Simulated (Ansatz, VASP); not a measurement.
## One calculation of ZnCd2TeO2, two programs

```
Zn Cd Te O
1.0
     3.28888    0.00000    0.00000
     0.00000    3.28888    0.00000
     0.00000    0.00000   10.89015
Zn Cd Te O
1 2 1 2
Cartesian
  0.0000 0.0000 5.4451
  1.6444 1.6444 8.0410
  1.6444 1.6444 2.8491
  1.6444 1.6444 0.0000
  0.0000 0.0000 7.2920
  0.0000 0.0000 3.5981
```

Alike in both runs: functional PBE; k mesh 4 × 4 × 4; occupations gaussian, width 0.1 eV; no spin polarisation.

Ansatz relaxed the structure, and its values are those at the end. VASP's run is a single point on that final structure, the one shown.

|  | VASP | Ansatz |
| --- | --- | --- |
| version | VASP 6.6.1 | Ansatz 0.2.0 |
| potentials or method | VASP PAW PBE potentials, release 64 (Zn, Cd, Te, O), cutoff 520 eV | scalar-relativistic, plane waves, PAW |
| valence electrons in the cell | 54 | 80 |

VASP gave:

* gap on the k mesh at the Fermi level (eV): none
* pressure (GPa): 0.6
* rms of the force components (eV/Å): 0.041

Question: Estimate Ansatz's values.

Answer: gap on the k mesh at the Fermi level (eV): none; pressure (GPa): 0.1; rms of the force components (eV/Å): 0.007.

A gap of «none» marks a metal or a gap that the smearing closes. VASP's potentials hold 54 valence electrons a cell and Ansatz's 80, so a difference there can come from the potentials and not from the codes.

The k mesh is coarse, so the values compare programs but aren't converged. Neither program's run includes spin-orbit coupling.
